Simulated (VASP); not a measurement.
# SnO2 in VASP: settings compared

The runs below take SnO2 through single point, with revPBE+D4, RPBE, PBEsol, revPBE.

Everything below comes from runs of VASP 6.6.1. Logs are shortened: lines on timing, memory, paths and dates and some standing lists are left out, and cuts for length are marked.

## (1) The cell of the first run

The typed cell holds 12 atoms: a = 5.768 Å, b = 5.768 Å, c = 5.768 Å, α = 111.90°, β = 108.27°, γ = 108.27°.

## (2) Single point, revPBE+D4

The input, INCAR:

```
SYSTEM = SnO2
ALGO = Normal
EDIFF = 1E-6
ENCUT = 520
GGA = RE
ISIF = 2
ISMEAR = -1
IVDW = 13
LASPH = .True.
LCHARG = .False.
LREAL = .False.
LWAVE = .False.
NBANDS = 64
NELM = 100
PREC = Accurate
SIGMA = 0.05
```

The input, KPOINTS:

```
k-points
0
Gamma
  6 6 6
  0 0 0
```

The input, POSCAR:

```
SnO2
1.0
   -3.2292649084      3.3790518033      3.3790534529
    3.2292649084     -3.3790518033      3.3790534529
    3.2292649084      3.3790518033     -3.3790534529
Sn O
4 8
Direct
    0.5000000000      0.0000000000      0.0000000000
    0.5000000000      0.5000000000      0.5000000000
   -0.0000111970      0.7499888030      0.2500000000
    1.0000111970      0.2500111970      0.7500000000
    0.8059138481      0.8059170968      0.5000032487
    0.8059138481      0.3059105994     -0.0000032487
    0.3059306623      0.2500168854      0.0559137768
    0.6941031086      0.2500168854      0.4440862232
    0.3058968914      0.7499831146      0.5559137768
    0.1940861519      0.6940894006      1.0000032487
    0.6940693377      0.7499831146      0.9440862232
    0.1940861519      0.1940829032      0.4999967513
```

Potentials or basis: VASP PAW PBE potentials, release 64 (Sn_d, O).

Launch:

```sh
cat potpaw_PBE.64/Sn_d/POTCAR potpaw_PBE.64/O/POTCAR > POTCAR
mpirun -np 1 vasp_std > vasp.out
```

OUTCAR:

```text
SYSTEM = SnO2
   EDIFF = 1E-6
   ENCUT = 520
   GGA = RE
   ISIF = 2
   ISMEAR = -1
   IVDW = 13
   LASPH = .True.
   LREAL = .False.
   NELM = 100
   PREC = Accurate

 ion  position               nearest neighbor table
   1  0.500  0.000  0.000-   6 2.07  10 2.07   7 2.08  11 2.08   8 2.08   9 2.08   2 3.23   2 3.23
                             4 3.74   3 3.74   4 3.75   4 3.75   3 3.75   3 3.75   3 3.75   4 3.75
   2  0.500  0.500  0.500-   5 2.07  12 2.07   9 2.08   8 2.08  11 2.08   7 2.08   1 3.23   1 3.23
                             4 3.74   3 3.74   4 3.75   4 3.75   3 3.75   3 3.75   4 3.75   3 3.75
   3  1.000  0.750  0.250-   9 2.07  11 2.07   6 2.08   5 2.08  12 2.08  10 2.08   4 3.23   4 3.23
                             2 3.74   1 3.74   2 3.75   2 3.75   1 3.75   1 3.75   1 3.75   2 3.75
   4  0.000  0.250  0.750-   8 2.07   7 2.07  10 2.08  12 2.08   5 2.08   6 2.08   3 3.23   3 3.23
                             2 3.74   1 3.74   1 3.75   2 3.75   2 3.75   1 3.75   1 3.75   2 3.75
   5  0.806  0.806  0.500-   2 2.07   3 2.08   4 2.08
   6  0.806  0.306  1.000-   1 2.07   3 2.08   4 2.08
   7  0.306  0.250  0.056-   4 2.07   1 2.08   2 2.08
   8  0.694  0.250  0.444-   4 2.07   2 2.08   1 2.08
   9  0.306  0.750  0.556-   3 2.07   2 2.08   1 2.08
  10  0.194  0.694  0.000-   1 2.07   4 2.08   3 2.08
  11  0.694  0.750  0.944-   3 2.07   1 2.08   2 2.08
  12  0.194  0.194  0.500-   2 2.07   4 2.08   3 2.08

  LATTYP: Found a body centered tetragonal cell.
 ALAT       =     6.7581036066
 C/A-ratio  =     0.9556719152

  Lattice vectors:

 A1 = (  -3.2292649084,   3.3790518033,  -3.3790534529)
 A2 = (  -3.2292649084,  -3.3790518033,   3.3790534529)
 A3 = (   3.2292649084,   3.3790518033,   3.3790534529)

Analysis of symmetry for initial positions (statically):
=====================================================================
 Subroutine PRICEL returns:
 Original cell was already a primitive cell.

 Routine SETGRP: Setting up the symmetry group for a
 body centered tetragonal supercell.

 Subroutine GETGRP returns: Found  8 space group operations
 (whereof  4 operations were pure point group operations)
 out of a pool of 16 trial point group operations.

The static configuration has the point symmetry C_2h.
 The point group associated with its full space group is D_2h.

Analysis of symmetry for dynamics (positions and initial velocities):
=====================================================================
 Subroutine PRICEL returns:
 Original cell was already a primitive cell.

 Routine SETGRP: Setting up the symmetry group for a
 body centered tetragonal supercell.

 Subroutine GETGRP returns: Found  8 space group operations
 (whereof  4 operations were pure point group operations)
 out of a pool of 16 trial point group operations.

The dynamic configuration has the point symmetry C_2h.
 The point group associated with its full space group is D_2h.

 Subroutine INISYM returns: Found  8 space group operations
 (whereof  4 operations are pure point group operations),
 and found     1 'primitive' translations

----------------------------------------------------------------------------------------

                                     Primitive cell

  volume of cell :     147.4869

  direct lattice vectors                    reciprocal lattice vectors
    -3.229264908  3.379051803  3.379053453     0.000000000  0.147970504  0.147970432
     3.229264908 -3.379051803  3.379053453     0.154833999  0.000000000  0.147970432
     3.229264908  3.379051803 -3.379053453     0.154833999  0.147970504  0.000000000

  length of vectors
     5.767507709  5.767507709  5.767507709     0.209261843  0.214170064  0.214170113

  position of ions in fractional coordinates (direct lattice)
     0.500000000  0.000000000  0.000000000
     0.500000000  0.500000000  0.500000000
     0.999988803  0.749988803  0.250000000
     0.000011197  0.250011197  0.750000000
     0.805913848  0.805917097  0.500003249
     0.805913848  0.305910599  0.999996751
     0.305930662  0.250016885  0.055913777
     0.694103109  0.250016885  0.444086223
     0.305896891  0.749983115  0.555913777
     0.194086152  0.694089401  0.000003249
     0.694069338  0.749983115  0.944086223
     0.194086152  0.194082903  0.499996751

  ion indices of the primitive-cell ions
   primitive index   ion index
                 1           1
                 2           2
                 3           3
                 4           4
                 5           5
                 6           6
                 7           7
                 8           8
                 9           9
                10          10
                11          11
                12          12

----------------------------------------------------------------------------------------

 KPOINTS: k-points

Automatic generation of k-mesh.
 Grid dimensions read from file:
 generate k-points for:    6    6    6

 Generating k-lattice:

  Cartesian coordinates                     Fractional coordinates (reciprocal lattice)
     0.000000000  0.024661751  0.024661739     0.166666667  0.000000000  0.000000000
     0.025805667  0.000000000  0.024661739     0.000000000  0.166666667  0.000000000
     0.025805667  0.024661751  0.000000000     0.000000000  0.000000000  0.166666667

  Length of vectors
     0.034876974  0.035695011  0.035695019

  Shift w.r.t. Gamma in fractional coordinates (k-lattice)
     0.000000000  0.000000000  0.000000000

 Subroutine IBZKPT returns following result:
 ===========================================

 Found     46 irreducible k-points:

 Following reciprocal coordinates:
            Coordinates               Weight
  0.000000  0.000000  0.000000      1.000000
  0.166667 -0.000000  0.000000      4.000000
  0.333333  0.000000  0.000000      4.000000
  0.500000  0.000000  0.000000      2.000000
  0.000000  0.166667  0.000000      4.000000
 -0.166667  0.166667 -0.000000      4.000000
[... 16 lines left out ...]
 -0.166667  0.166667  0.166667      2.000000
  0.166667  0.333333  0.166667      4.000000
 [... further k-points ...]
   k-points           NKPTS =     46   k-points in BZ     NKDIM =     46   number of bands    NBANDS=     64
   number of dos      NEDOS =    301   number of ions     NIONS =     12
   total plane-waves  NPLWV = 110592
   dimension x,y,z NGX =    48 NGY =   48 NGZ =   48
   dimension x,y,z NGXF=    96 NGYF=   96 NGZF=   96
   ions per type =               4   8
   NGX,Y,Z   is equivalent  to a cutoff of  13.84, 13.84, 13.84 a.u.
   NGXF,Y,Z  is equivalent  to a cutoff of  27.67, 27.67, 27.67 a.u.
 SYSTEM =  SnO2
   PREC   = accura    normal or accurate (medium, high low for compatibility)
   ISTART =      0    job   : 0-new  1-cont  2-samecut
   ICHARG =      2    charge: 1-file 2-atom 10-const
   ISPIN  =      1    spin polarized calculation?
   LNONCOLLINEAR =      F non collinear calculations
   LSORBIT =      F    spin-orbit coupling
   LASPH  =      T    aspherical Exc in radial PAW
   ENCUT  =  520.0 eV  38.22 Ry    6.18 a.u.  10.72 10.72 10.72*2*pi/ulx,y,z
   NELM   =    100;   NELMIN=  2; NELMDL= -5     # of ELM steps
   EDIFF  = 0.1E-05   stopping-criterion for ELM
   LREAL  =      F    real-space projection
   EDIFFG = 0.1E-04   stopping-criterion for IOM
   NSW    =      0    number of steps for IOM
   IBRION =     -1    ionic relax: 0-MD 1-quasi-New 2-CG
   NFREE  =      0    steps in history (QN), initial steepest desc. (CG)
   ISIF   =      2    stress and relaxation
   ISYM   =      2    0-nonsym 1-usesym 2-fastsym
   POTIM  = 0.5000    time-step for ionic-motion
   TEBEG  =    0.0;   TEEND  =   0.0 temperature during run
   PSTRESS=    0.0 pullay stress
   NELECT =     104.0000    total number of electrons
   NUPDOWN=      -1.0000    fix difference up-down
   EMIN   =  10.00;   EMAX   =-10.00  energy-range for DOS
   EFERMI =   0.00;   METHOD = LEGACY
   ISMEAR =    -1;   SIGMA  =   0.05  broadening in eV -4-tet -1-fermi 0-gaus
   EFERMI_NEDOS =   21; number of points for ismear=-14 and -15
   IALGO  =     38    algorithm
   IMIX   =      4    mixing-type and parameters
     AMIX     =   0.40;   BMIX     =  1.00
     AMIX_MAG =   1.60;   BMIX_MAG =  1.00
  volume/ion in A,a.u.               =      12.29        82.94
  Fermi-wavevector in a.u.,A,eV,Ry     =   1.457140  2.753596 28.888683  2.123258
  Thomas-Fermi vector in A             =   2.573977
   LORBIT       =      0    0 simple, 1 ext, 2 COOP (PROOUT), +10 PAW based schemes
   GGA     = RE    functional components
   LHFCALC =     F    Hartree Fock is set to
   AEXX    =    0.0000 exact exchange contribution
   IVDW    =    13    specifies the selected vdW correction
   LEPSILON=     F    determine dielectric tensor
   LRPA    =     F    only Hartree local field effects (RPA)
 non-spin polarized calculation
  energy-cutoff  :      520.00
  volume of cell :      147.49
 maximum number of plane-waves:      4012
 NGX is ok and might be reduce to    48
   NGX = 21   NGY = 21   NGZ = 21

 number of electron     104.0000002 magnetization

 Free energy of the ion-electron system (eV)
  ---------------------------------------------------
  ext. energy  EPLUGINS =         0.00000000
  ---------------------------------------------------
  free energy    TOTEN  =       -70.36398354 eV

  energy without entropy =      -70.36398229  energy(sigma->0) =      -70.36398292

 E-fermi :   6.3978     XC(G=0): -10.9157

 val. band max:        5.9027415515   @ k =   0.0000   0.0000   0.0000
 cond. band min:       6.8491732737   @ k =   0.0000   0.0000   0.0000
 fundamental gap:      0.9464317222
 Fermi energy:         6.3977867823

 k-point     1 :       0.0000    0.0000    0.0000
  band No.  band energies     occupation
      1     -15.2036      2.00000
      2     -14.9611      2.00000
      3     -14.9611      2.00000
      4     -14.5500      2.00000
      5     -14.5500      2.00000
      6     -14.4656      2.00000
[... 1597 lines left out ...]
     63      15.7143      0.00000
     64      15.7144      0.00000

 [... further k-points ...]

------------------------ aborting loop because EDIFF is reached ----------------------------------------

  DFT-D4 for vdW energy calculation

  Edisp (eV):   -5.83412

  FORCE on cell =-STRESS in cart. coord.  units (eV):
  Direction    XX          YY          ZZ          XY          YZ          ZX
  --------------------------------------------------------------------------------------
  -------------------------------------------------------------------------------------
  Total       0.73535     0.47878     0.47870     0.00000     0.00000     0.00000
  in kB       7.98829     5.20102     5.20018     0.00000     0.00000     0.00000
  external pressure =        6.13 kB  Pullay stress =        0.00 kB

 VOLUME and BASIS-vectors are now :
 -----------------------------------------------------------------------------
  energy-cutoff  :      520.00
  volume of cell :      147.49
      direct lattice vectors                 reciprocal lattice vectors
    -3.229264908  3.379051803  3.379053453     0.000000000  0.147970504  0.147970432
     3.229264908 -3.379051803  3.379053453     0.154833999  0.000000000  0.147970432
     3.229264908  3.379051803 -3.379053453     0.154833999  0.147970504  0.000000000

 POSITION                                       TOTAL-FORCE (eV/Angst)
 -----------------------------------------------------------------------------------
     -1.61463      1.68953      1.68953         0.000000     -0.000000     -0.000000
      1.61463      1.68953      1.68953         0.000000     -0.000000     -0.000000
     -0.00000      1.68953      5.06850         0.000000     -0.000000      0.000552
      3.22926      1.68953     -1.68945         0.000000     -0.000000     -0.000552
      1.61465      1.68953      3.75693         0.000591     -0.000000     -0.014865
      1.61461      5.06858      0.37787        -0.000591     -0.000000     -0.014865
     -0.00000      0.37787      1.68964        -0.000000     -0.014845     -0.000339
      0.00000      3.00118      1.68964         0.000000      0.014845     -0.000339
      3.22926      0.37787      1.68941         0.000000     -0.014845      0.000339
      1.61465     -1.68953      3.00118         0.000591     -0.000000      0.014865
      3.22926      3.00118      1.68941         0.000000      0.014845      0.000339
      1.61461      1.68953     -0.37787        -0.000591     -0.000000      0.014865
 -----------------------------------------------------------------------------------
    total drift:                                0.000000      0.000000     -0.000000

  FREE ENERGIE OF THE ION-ELECTRON SYSTEM (eV)
  ---------------------------------------------------
  free  energy   TOTEN  =       -76.1981078203 eV

  energy  without entropy=      -76.1981065720  energy(sigma->0) =      -76.19810720
```

It took 11 min on 1 thread of Intel Xeon 8259CL, shared host; peak memory 0.51 GiB.

What came out:

* Free energy: -76.1981 eV
* Pressure: 0.6 GPa
* Largest force: 0.015 eV/Å
* Band gap on the k mesh: 0.95 eV
* Dispersion energy per atom: -0.486 eV

Forces on the atoms (eV/Å):
```
Sn   0.000  0.000  0.000
Sn   0.000  0.000  0.000
Sn   0.000  0.000  0.001
Sn   0.000  0.000 -0.001
O    0.001  0.000 -0.015
O   -0.001  0.000 -0.015
O    0.000 -0.015  0.000
O    0.000  0.015  0.000
O    0.000 -0.015  0.000
O    0.001  0.000  0.015
O    0.000  0.015  0.000
O   -0.001  0.000  0.015
```

Caveat: the PAW data sets were made with another functional, which shifts forces and pressure a little; spin-orbit coupling is left out, which moves the levels of the heavy elements.

## (3) Single point, RPBE

This run uses another cell than the first one, of 12.62 Å³/atom.

The input, INCAR:

```
PREC     = Accurate       # precision mode
ENCUT    = 520            # plane-wave cutoff, eV
EDIFF    = 1E-6           # SCF threshold, eV
ISMEAR   = -1             # smearing method
SIGMA    = 0.05           # smearing width, eV
LREAL    = F              # projectors in reciprocal space
LASPH    = T              # aspherical terms in the spheres
NELM     = 60             # most SCF steps
ALGO     = Normal         # electronic algorithm
ISIF     = 2              # what is computed and relaxed
LWAVE    = F              # write WAVECAR
LCHARG   = T              # write CHGCAR
GGA      = RP             # functional
LELF     = T              # ELF
LVHAR    = T            
NBANDS   = 64             # bands
```

The input, KPOINTS:

```
Automatic mesh
0
Gamma
  6 6 6
```

The input, POSCAR:

```
SnO2
1.0
   -3.2488970000      3.4144700000      3.4140210000
    3.2488970000     -3.4144700000      3.4140210000
    3.2488970000      3.4144700000     -3.4140210000
Sn O
4 8
Direct
    0.5000000000      0.0000000000      0.0000000000
    0.5000000000      0.5000000000      0.5000000000
    0.0035990000      0.7535990000      0.2500000000
    0.9964010000      0.2464010000      0.7500000000
    0.8064960000      0.8037740000      0.4972780000
    0.8064960000      0.3092180000      0.0027220000
    0.3024350000      0.2459400000      0.0564950000
    0.6894450000      0.2459400000      0.4435050000
    0.3105550000      0.7540600000      0.5564950000
    0.1935040000      0.6907820000      0.9972780000
    0.6975650000      0.7540600000      0.9435050000
    0.1935040000      0.1962260000      0.5027220000
```

Potentials or basis: VASP PAW PBE potentials, release 64 (Sn_d, O).

Launch:

```sh
cat potpaw_PBE.64/Sn_d/POTCAR potpaw_PBE.64/O/POTCAR > POTCAR
mpirun -np 1 vasp_std > vasp.out
```

Wall time 13 min (1 thread of Intel Xeon Platinum 8259CL at 2.50GHz (Skylake/Cascade Lake), shared host); peak memory 0.51 GiB.

The run converged. Its results:

| Quantity | Value |
| --- | --- |
| Free energy | -69.9551 eV |
| Pressure | 3.7 GPa |
| Largest force | 0.056 eV/Å |
| Band gap on the k mesh | 0.70 eV |

Forces on the atoms (eV/Å):
```
Sn   0.000  0.000  0.000
Sn   0.000  0.000  0.000
Sn   0.000  0.000 -0.056
Sn   0.000  0.000  0.056
O    0.028  0.000 -0.013
O   -0.028  0.000 -0.013
O    0.000 -0.012  0.031
O    0.000  0.012  0.031
O    0.000 -0.012 -0.031
O    0.028  0.000  0.013
O    0.000  0.012 -0.031
O   -0.028  0.000  0.013
```

Stress tensor (GPa, compression positive):
```
3.42 0.00 0.00
0.00 3.79 0.00
0.00 0.00 3.81
```

Levels at points of the mesh, in eV from the valence-band top:
| k point | band 50 | band 51 | band 52 | band 53 | band 54 | band 55 |
| --- | --- | --- | --- | --- | --- | --- |
| (0.00, 0.00, 0.00) | -0.72 | -0.72 | 0.00 | 0.70 | 4.39 | 4.39 |
| (0.50, 0.00, 0.00) | -0.73 | -0.59 | -0.59 | 3.92 | 3.92 | 5.88 |
| (0.00, 0.50, 0.00) | -0.79 | -0.49 | -0.46 | 4.03 | 4.04 | 5.63 |
| (0.50, 0.50, 0.00) | -0.79 | -0.48 | -0.48 | 4.04 | 4.04 | 5.64 |
| (0.50, 0.50, 0.50) | -1.16 | -0.84 | -0.84 | 4.31 | 4.31 | 5.61 |

Caveat: the cell stands under pressure; semilocal functionals underestimate gaps, and a narrow one can read as zero; the PAW data sets were made with another functional, which shifts forces and pressure a little; spin-orbit coupling is left out, which moves the levels of the heavy elements.

[end of part 1 of 2]
